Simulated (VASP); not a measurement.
Wanted: the native input for a VASP 6.6.1 run.

* Task: single point
* Functional: r2SCAN
* Dispersion: D3(BJ)
* Potentials or basis: VASP PAW PBE potentials, release 64 (Ba_sv, Ti_sv, O_h)
* Cutoff: 910 eV
* k mesh: 7 × 7 × 7
* Occupations: fermi-dirac, width 0.05 eV
* Spin: no spin polarisation
* Dipole correction: no
* Further INCAR settings: ALGO = Normal; EDIFF = 1e-06; NBANDS = 28

Crystal: BaTiO3.

```xyz
5
Lattice="2.8283 1.6329 2.3194 -2.8283 1.6329 2.3194 0.0000 -3.2658 2.3194" Properties=species:S:1:pos:R:3 pbc="T T T"
Ba    0.0000    0.0000   -0.0164
Ti    0.0000    0.0000    3.3753
O     1.3910   -0.8031    2.4040
O    -1.3910   -0.8031    2.4040
O     0.0000    1.6062    2.4040
```

These files were run (other wordings do the same):

POSCAR

```
BaTiO3
1.0
    2.8282727173      1.6329040147      2.3194250915
   -2.8282727173      1.6329040147      2.3194250915
    0.0000000000     -3.2658080294      2.3194250915
Ba Ti O
1 1 3
Direct
   -0.0023600586     -0.0023600586     -0.0023600586
    0.4850781962      0.4850781962      0.4850781962
    0.5094362571      0.0176093483      0.5094362571
    0.0176093483      0.5094362571      0.5094362571
    0.5094362571      0.5094362571      0.0176093483
```

INCAR.step1

```
SYSTEM = BaTiO3
PREC = Accurate
ENCUT = 910
ISMEAR = -1
SIGMA = 0.05
LREAL = .FALSE.
LASPH = .TRUE.
NELM = 120
NBANDS = 28
GGA = PE
ALGO = Normal
EDIFF = 1E-5
LWAVE = .TRUE.
LCHARG = .FALSE.
GGA_COMPAT = .FALSE.
```

INCAR.step2

```
SYSTEM = BaTiO3
PREC = Accurate
ENCUT = 910
EDIFF = 1E-6
ISMEAR = -1
SIGMA = 0.05
LREAL = .FALSE.
LASPH = .TRUE.
NELM = 120
ALGO = Normal
ISIF = 2
LWAVE = .FALSE.
LCHARG = .FALSE.
METAGGA = R2SCAN
LMIXTAU = .TRUE.
IVDW = 12
VDW_S6 = 1.0
VDW_S8 = 0.78981345
VDW_A1 = 0.49484001
VDW_A2 = 5.73083694
NBANDS = 28
ISTART = 1
GGA_COMPAT = .FALSE.
```

KPOINTS

```
Automatic mesh
0
G
  7 7 7
  0 0 0
```

Potentials or basis: VASP PAW PBE potentials, release 64 (Ba_sv, Ti_sv, O_h).

Command:

```console
$ cat potpaw_PBE.64/Ba_sv/POTCAR potpaw_PBE.64/Ti_sv/POTCAR potpaw_PBE.64/O_h/POTCAR > POTCAR
$ cp INCAR.step1 INCAR
$ mpirun -np 1 vasp_std > vasp.out
$ cp INCAR.step2 INCAR
$ mpirun -np 1 vasp_std > vasp.out
```

Results of the run:

The pressure is 1.7 GPa and the largest force is 0.127 eV/Å. The band gap on the k mesh is 2.83 eV (least direct gap 3.18 eV) and the dispersion energy per atom is -0.127 eV.

Caveat: the cutoff is under 1.25 times the usual one of these potentials, so pressure, stress and relaxed cells hold a basis-set (Pulay) error; the PAW data sets were made with another functional, which shifts forces and pressure a little; spin-orbit coupling is left out, which moves the levels of the heavy elements; an odd mesh through Γ misses points on the zone boundary, where band edges can lie.

Wall time 7.8 min on 1 thread of Intel(R) Xeon(R) Platinum 8259CL CPU @ 2.50GHz (Skylake/Cascade Lake), on a shared host, peak memory 0.39 GiB.
